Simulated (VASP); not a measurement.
# Fe3Ge (Pm-3m) in VASP: notebook

Runs on Fe3Ge. Level: PBEsol. Tasks: density of states.

All numbers are computed with VASP 6.6.1; they aren't measurements. Logs are shortened: lines on timing, memory, paths and dates and some standing lists are left out, and cuts for length are marked.

## 1. The cell of the first run

It takes space group Pm-3m (No. 221, cubic). Conventional cell: a = 3.661 Å, b = 3.661 Å, c = 3.661 Å, α = 90.00°, β = 90.00°, γ = 90.00°. Within 3.4 Å of Fe (site symmetry 4/mmm) lie 8 Fe at 2.59 Å and 4 Ge at 2.59 Å. Ge (site symmetry m-3m) has 12 Fe at 2.59 Å within 3.4 Å.

## 2. Density of states, PBEsol, collinear spin, ferromagnetic start

Input file POSCAR:

```
Fe3Ge
1.0
    3.6605005200      0.0000000000      0.0000000000
    0.0000000000      3.6605005200      0.0000000000
    0.0000000000      0.0000000000      3.6605005200
Fe Ge
3 1
Direct
    0.0000000000      0.5000000000      0.5000000000
    0.5000000000      0.5000000000      0.0000000000
    0.5000000000      0.0000000000      0.5000000000
    0.0000000000      0.0000000000      0.0000000000
```

Input file INCAR.step1:

```
SYSTEM = Fe3Ge
PREC     = Accurate       ! precision mode
ENCUT    = 520            ! plane-wave cutoff, eV
EDIFF    = 1E-6           ! SCF threshold, eV
ISMEAR   = -1             ! smearing method
SIGMA    = 0.03           ! smearing width, eV
LREAL    = .FALSE.        ! projectors in reciprocal space
LASPH    = .TRUE.         ! aspherical terms in the spheres
NELM     = 150            ! most SCF steps
ALGO     = Normal         ! electronic algorithm
ISIF     = 2              ! what is computed and relaxed
LWAVE    = .FALSE.        ! write WAVECAR
LCHARG   = .TRUE.         ! write CHGCAR
ISPIN    = 2              ! spin polarisation
MAGMOM   = 3 3 3 0        ! initial moments
LMAXMIX  = 4              ! l up to which the mixer works
GGA      = PS             ! functional
NBANDS   = 31             ! bands
```

Input file KPOINTS.step1:

```
Automatic mesh
0
G
  9 9 9
  0 0 0
```

Input file INCAR.step2:

```
SYSTEM = Fe3Ge
PREC     = Accurate       ! precision mode
ENCUT    = 520            ! plane-wave cutoff, eV
EDIFF    = 1E-6           ! SCF threshold, eV
ISMEAR   = -5             ! smearing method
SIGMA    = 0.03           ! smearing width, eV
LREAL    = .FALSE.        ! projectors in reciprocal space
LASPH    = .TRUE.         ! aspherical terms in the spheres
NELM     = 150            ! most SCF steps
ALGO     = Normal         ! electronic algorithm
ISIF     = 2              ! what is computed and relaxed
LWAVE    = .FALSE.        ! write WAVECAR
LCHARG   = .FALSE.        ! write CHGCAR
ISPIN    = 2              ! spin polarisation
MAGMOM   = 3 3 3 0        ! initial moments
LORBIT   = 11             ! projections on sites
LMAXMIX  = 4              ! l up to which the mixer works
GGA      = PS             ! functional
NEDOS    = 1001           ! points of the DOS
ICHARG   = 11             ! starting density
```

Input file KPOINTS.step2:

```
Automatic mesh
0
G
  14 14 14
  0 0 0
```

Potentials or basis: VASP PAW PBE potentials, release 64 (Fe, Ge_d).

The run is started by

```console
$ cat potpaw_PBE.64/Fe/POTCAR potpaw_PBE.64/Ge_d/POTCAR > POTCAR
$ cp INCAR.step1 INCAR
$ cp KPOINTS.step1 KPOINTS
$ mpirun -np 1 vasp_std > vasp.out
$ cp INCAR.step2 INCAR
$ cp KPOINTS.step2 KPOINTS
$ mpirun -np 1 vasp_std > vasp.out
```

OUTCAR:

```text
SYSTEM = Fe3Ge
   PREC = Accurate
   ENCUT = 520
   EDIFF = 1E-6
   ISMEAR = -5
   LREAL = .FALSE.
   LASPH = .TRUE.
   NELM = 150
   ISIF = 2
   ISPIN = 2
   LORBIT = 11
   GGA = PS
   ICHARG = 11

 ion  position               nearest neighbor table
   1  0.000  0.500  0.500-   2 2.59   3 2.59   4 2.59   2 2.59   4 2.59   3 2.59   4 2.59   4 2.59
                             2 2.59   3 2.59   2 2.59   3 2.59
   2  0.500  0.500  0.000-   1 2.59   3 2.59   4 2.59   1 2.59   3 2.59   3 2.59   4 2.59   3 2.59
                             1 2.59   4 2.59   1 2.59   4 2.59
   3  0.500  0.000  0.500-   1 2.59   2 2.59   4 2.59   2 2.59   4 2.59   1 2.59   2 2.59   2 2.59
                             1 2.59   4 2.59   4 2.59   1 2.59
   4  0.000  0.000  0.000-   1 2.59   2 2.59   3 2.59   1 2.59   3 2.59   1 2.59   2 2.59   1 2.59
                             2 2.59   3 2.59   3 2.59   2 2.59

  LATTYP: Found a simple cubic cell.
 ALAT       =     3.6605005200

  Lattice vectors:

 A1 = (   3.6605005200,   0.0000000000,   0.0000000000)
 A2 = (   0.0000000000,   3.6605005200,   0.0000000000)
 A3 = (   0.0000000000,   0.0000000000,   3.6605005200)

Analysis of symmetry for initial positions (statically):
=====================================================================
 Subroutine PRICEL returns:
 Original cell was already a primitive cell.

 Routine SETGRP: Setting up the symmetry group for a
 simple cubic supercell.

 Subroutine GETGRP returns: Found 48 space group operations
 (whereof 48 operations were pure point group operations)
 out of a pool of 48 trial point group operations.

The static configuration has the point symmetry O_h .

Analysis of symmetry for dynamics (positions and initial velocities):
=====================================================================
 Subroutine PRICEL returns:
 Original cell was already a primitive cell.

 Routine SETGRP: Setting up the symmetry group for a
 simple cubic supercell.

 Subroutine GETGRP returns: Found 48 space group operations
 (whereof 48 operations were pure point group operations)
 out of a pool of 48 trial point group operations.

The dynamic configuration has the point symmetry O_h .

Analysis of structural, dynamic, and magnetic symmetry:
=====================================================================
 Subroutine PRICEL returns:
 Original cell was already a primitive cell.

 Routine SETGRP: Setting up the symmetry group for a
 simple cubic supercell.

 Subroutine GETGRP returns: Found 48 space group operations
 (whereof 48 operations were pure point group operations)
 out of a pool of 48 trial point group operations.

The overall configuration has the point symmetry O_h .

 Subroutine INISYM returns: Found 48 space group operations
 (whereof 48 operations are pure point group operations),
 and found     1 'primitive' translations

----------------------------------------------------------------------------------------

                                     Primitive cell

  volume of cell :      49.0480

  direct lattice vectors                    reciprocal lattice vectors
     3.660500520  0.000000000  0.000000000     0.273186684  0.000000000  0.000000000
     0.000000000  3.660500520  0.000000000     0.000000000  0.273186684  0.000000000
     0.000000000  0.000000000  3.660500520     0.000000000  0.000000000  0.273186684

  length of vectors
     3.660500520  3.660500520  3.660500520     0.273186684  0.273186684  0.273186684

  position of ions in fractional coordinates (direct lattice)
     0.000000000  0.500000000  0.500000000
     0.500000000  0.500000000  0.000000000
     0.500000000  0.000000000  0.500000000
     0.000000000  0.000000000  0.000000000

  ion indices of the primitive-cell ions
   primitive index   ion index
                 1           1
                 2           2
                 3           3
                 4           4

----------------------------------------------------------------------------------------

 KPOINTS: Automatic mesh

Automatic generation of k-mesh.
 Grid dimensions read from file:
 generate k-points for:   14   14   14

 Generating k-lattice:

  Cartesian coordinates                     Fractional coordinates (reciprocal lattice)
     0.019513335  0.000000000  0.000000000     0.071428571  0.000000000  0.000000000
     0.000000000  0.019513335  0.000000000     0.000000000  0.071428571  0.000000000
     0.000000000  0.000000000  0.019513335     0.000000000  0.000000000  0.071428571

  Length of vectors
     0.019513335  0.019513335  0.019513335

  Shift w.r.t. Gamma in fractional coordinates (k-lattice)
     0.000000000  0.000000000  0.000000000

 TETIRR: Found   1360 inequivalent tetrahedra from    16464

 Subroutine IBZKPT returns following result:
 ===========================================

 Found    120 irreducible k-points:

 Following reciprocal coordinates:
            Coordinates               Weight
  0.000000  0.000000  0.000000      1.000000
  0.071429  0.000000  0.000000      6.000000
  0.142857  0.000000  0.000000      6.000000
  0.214286  0.000000  0.000000      6.000000
  0.285714  0.000000  0.000000      6.000000
  0.357143  0.000000  0.000000      6.000000
[... 16 lines left out ...]
  0.285714  0.214286  0.000000     24.000000
  0.357143  0.214286  0.000000     24.000000
 [... further k-points ...]
   k-points           NKPTS =    120   k-points in BZ     NKDIM =    120   number of bands    NBANDS=     28
   number of dos      NEDOS =   1001   number of ions     NIONS =      4
   total plane-waves  NPLWV =  21952
   dimension x,y,z NGX =    28 NGY =   28 NGZ =   28
   dimension x,y,z NGXF=    56 NGYF=   56 NGZF=   56
   ions per type =               3   1
   NGX,Y,Z   is equivalent  to a cutoff of  12.72, 12.72, 12.72 a.u.
   NGXF,Y,Z  is equivalent  to a cutoff of  25.43, 25.43, 25.43 a.u.
 SYSTEM =  Fe3Ge
   PREC   = accura    normal or accurate (medium, high low for compatibility)
   ISTART =      0    job   : 0-new  1-cont  2-samecut
   ICHARG =     11    charge: 1-file 2-atom 10-const
   ISPIN  =      2    spin polarized calculation?
   LNONCOLLINEAR =      F non collinear calculations
   LSORBIT =      F    spin-orbit coupling
   LASPH  =      T    aspherical Exc in radial PAW
   ENCUT  =  520.0 eV  38.22 Ry    6.18 a.u.   6.81  6.81  6.81*2*pi/ulx,y,z
   NELM   =    150;   NELMIN=  2; NELMDL=  0     # of ELM steps
   EDIFF  = 0.1E-05   stopping-criterion for ELM
   LREAL  =      F    real-space projection
   EDIFFG = 0.1E-04   stopping-criterion for IOM
   NSW    =      0    number of steps for IOM
   IBRION =     -1    ionic relax: 0-MD 1-quasi-New 2-CG
   NFREE  =      0    steps in history (QN), initial steepest desc. (CG)
   ISIF   =      2    stress and relaxation
   ISYM   =      2    0-nonsym 1-usesym 2-fastsym
   POTIM  = 0.5000    time-step for ionic-motion
   TEBEG  =    0.0;   TEEND  =   0.0 temperature during run
   PSTRESS=    0.0 pullay stress
   NELECT =      38.0000    total number of electrons
   NUPDOWN=      -1.0000    fix difference up-down
   EMIN   =  10.00;   EMAX   =-10.00  energy-range for DOS
   EFERMI =   0.00;   METHOD = LEGACY
   ISMEAR =    -5;   SIGMA  =   0.03  broadening in eV -4-tet -1-fermi 0-gaus
   EFERMI_NEDOS =   21; number of points for ismear=-14 and -15
   IALGO  =     38    algorithm
   IMIX   =      4    mixing-type and parameters
     AMIX     =   0.40;   BMIX     =  1.00
     AMIX_MAG =   1.60;   BMIX_MAG =  1.00
  volume/ion in A,a.u.               =      12.26        82.75
  Fermi-wavevector in a.u.,A,eV,Ry     =   1.503588  2.841370 30.759742  2.260777
  Thomas-Fermi vector in A             =   2.614679
   LORBIT       =     11    0 simple, 1 ext, 2 COOP (PROOUT), +10 PAW based schemes
   GGA     = PS    functional components
   LHFCALC =     F    Hartree Fock is set to
   AEXX    =    0.0000 exact exchange contribution
   IVDW    =     0    specifies the selected vdW correction
   LEPSILON=     F    determine dielectric tensor
   LRPA    =     F    only Hartree local field effects (RPA)
 spin polarized calculation
 Fermi weights with tetrahedron method with Bloechl corrections
  energy-cutoff  :      520.00
  volume of cell :       49.05
 maximum number of plane-waves:      1357
 NGX is ok and might be reduce to    28

 number of electron      38.0000022 magnetization       6.4788632

 Free energy of the ion-electron system (eV)
  ---------------------------------------------------
  ext. energy  EPLUGINS =         0.00000000
  ---------------------------------------------------
  free energy    TOTEN  =       -32.12276243 eV

  energy without entropy =      -32.12276243  energy(sigma->0) =      -32.12276243

 E-fermi :   7.1848     XC(G=0): -13.0841

 val. band max:        7.1934857376   @ k =   0.5000   0.2143   0.2143
 cond. band min:       7.1485373675   @ k =   0.5000   0.5000   0.4286
 fundamental gap:     -0.0449483701
 Fermi energy:         7.1847921793

 spin component 1

 k-point     1 :       0.0000    0.0000    0.0000
  band No.  band energies     occupation
      1     -17.5425      1.00000
      2     -17.5425      1.00000
      3     -17.5369      1.00000
      4     -17.5369      1.00000
      5     -17.5369      1.00000
      6      -4.9952      1.00000
[... 20 lines left out ...]
     27      13.7132      0.00000
     28      16.5942      0.00000
[... 683 lines left out ...]
 k-point    24 :       0.3571    0.2143    0.0000
  band No.  band energies     occupation
      1     -17.5389      1.00000
      2     -17.5359      1.00000
      3     -17.5356      1.00000
      4     -17.5349      1.00000
      5     -17.5238      1.00000
      6      -3.4322      1.00000
[... 20 lines left out ...]
     27      14.3476      0.00000
     28      15.6895      0.00000

 [... further k-points ...]

 spin component 2

 k-point     1 :       0.0000    0.0000    0.0000
  band No.  band energies     occupation
      1     -17.5674      1.00000
      2     -17.5674      1.00000
      3     -17.5596      1.00000
      4     -17.5596      1.00000
      5     -17.5596      1.00000
      6      -4.9380      1.00000
[... 20 lines left out ...]
     27      14.8249      0.00000
     28      16.7549      0.00000
[... 683 lines left out ...]
 k-point    24 :       0.3571    0.2143    0.0000
  band No.  band energies     occupation
      1     -17.5621      1.00000
      2     -17.5597      1.00000
      3     -17.5588      1.00000
      4     -17.5586      1.00000
      5     -17.5487      1.00000
      6      -3.4127      1.00000
[... 20 lines left out ...]
     27      15.0228      0.00000
     28      16.2278      0.00000

 [... further k-points ...]

------------------------ aborting loop because EDIFF is reached ----------------------------------------

  FORCE on cell =-STRESS in cart. coord.  units (eV):
  Direction    XX          YY          ZZ          XY          YZ          ZX
  --------------------------------------------------------------------------------------
  -------------------------------------------------------------------------------------
  Total       -3.5667937     -3.5667937     -3.5667937     -0.0000000      0.0000000      0.0000000
  in kB     -116.5110617   -116.5110617   -116.5110617     -0.0000000      0.0000000      0.0000000
  external PRESSURE =    -116.5110617 kB  Pullay stress =       0.0000000 kB

 VOLUME and BASIS-vectors are now :
 -----------------------------------------------------------------------------
  energy-cutoff  :      520.00
  volume of cell :       49.05
      direct lattice vectors                 reciprocal lattice vectors
     3.660500520  0.000000000  0.000000000     0.273186684  0.000000000  0.000000000
     0.000000000  3.660500520  0.000000000     0.000000000  0.273186684  0.000000000
     0.000000000  0.000000000  3.660500520     0.000000000  0.000000000  0.273186684

 POSITION                                       TOTAL-FORCE (eV/Angst)
 -----------------------------------------------------------------------------------
      0.00000      1.83025      1.83025         0.000000      0.000000      0.000000
      1.83025      1.83025      0.00000         0.000000      0.000000      0.000000
      1.83025      0.00000      1.83025         0.000000      0.000000      0.000000
      0.00000      0.00000      0.00000         0.000000      0.000000      0.000000
 -----------------------------------------------------------------------------------
    total drift:                                0.000000      0.000000      0.000000

  FREE ENERGIE OF THE ION-ELECTRON SYSTEM (eV)
  ---------------------------------------------------
  free  energy   TOTEN  =       -32.1227624304 eV

  energy  without entropy=      -32.1227624304  energy(sigma->0) =      -32.12276243

 total charge

# of ion       s       p       d       tot
------------------------------------------
    1        0.430   0.501   6.279   7.210
    2        0.430   0.501   6.279   7.210
    3        0.430   0.501   6.279   7.210
    4        1.082   1.275  10.103  12.460
--------------------------------------------------
tot          2.372   2.777  28.940  34.089

 magnetization (x)

# of ion       s       p       d       tot
------------------------------------------
    1       -0.000  -0.010   2.194   2.184
    2       -0.000  -0.010   2.194   2.184
    3       -0.000  -0.010   2.194   2.184
    4       -0.001  -0.148   0.007  -0.141
--------------------------------------------------
tot         -0.002  -0.177   6.589   6.410
```

Wall time 2.4 min (1 thread of AMD EPYC 9R45 (Zen 5), shared host); peak memory 0.32 GiB.

What came out:

* Net moment: 6.48 μB per cell
* Site moments: Fe +2.18; Ge -0.14 μB
* Valence electrons inside the program's atomic spheres: Fe 7.21; Ge 12.46

Caveat: the PAW data sets were made with another functional, which shifts forces and pressure a little; tetrahedron occupations give inexact forces and stress in metals.

(Part 1 of 2 ends here.)
